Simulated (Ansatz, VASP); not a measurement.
**One calculation of AgW, two programs**

```
CELL_PARAMETERS angstrom
5.35947 0.00000 0.00000
-2.67973 4.64144 0.00000
0.00000 0.00000 4.64922
ATOMIC_POSITIONS crystal
Ag 0.50000 0.00000 0.00000
Ag 0.50000 0.50000 0.00000
Ag 0.00000 0.50000 0.00000
W 0.00000 0.00000 0.00000
W 0.33333 0.66667 0.50000
W 0.66667 0.33333 0.50000
```

Alike in both runs: functional PBE; k mesh 6 × 6 × 4; occupations gaussian, width 0.1 eV; no spin polarisation.

Ansatz relaxed the structure, and its values are those at the end. VASP's run is a single point on that final structure, the one shown.

```csv
,VASP,Ansatz
version,VASP 6.6.1,Ansatz 0.2.0
potentials or method,"VASP PAW PBE potentials, release 64 (Ag, W_sv), cutoff 520 eV","scalar-relativistic, plane waves, PAW"
valence electrons in the cell,75,99
```

VASP gave:

- gap on the k mesh at the Fermi level (eV): none
- pressure (GPa): 0.0

Task: Estimate Ansatz's values.

Result: gap on the k mesh at the Fermi level (eV): none; pressure (GPa): 0.2.

A gap of «none» marks a metal or a gap that the smearing closes. With one functional, cell and mesh, what is left measures potentials, basis and numerics. VASP's potentials hold 75 valence electrons a cell and Ansatz's 99, so a difference there can come from the potentials and not from the codes.

Spin-orbit coupling is off throughout.
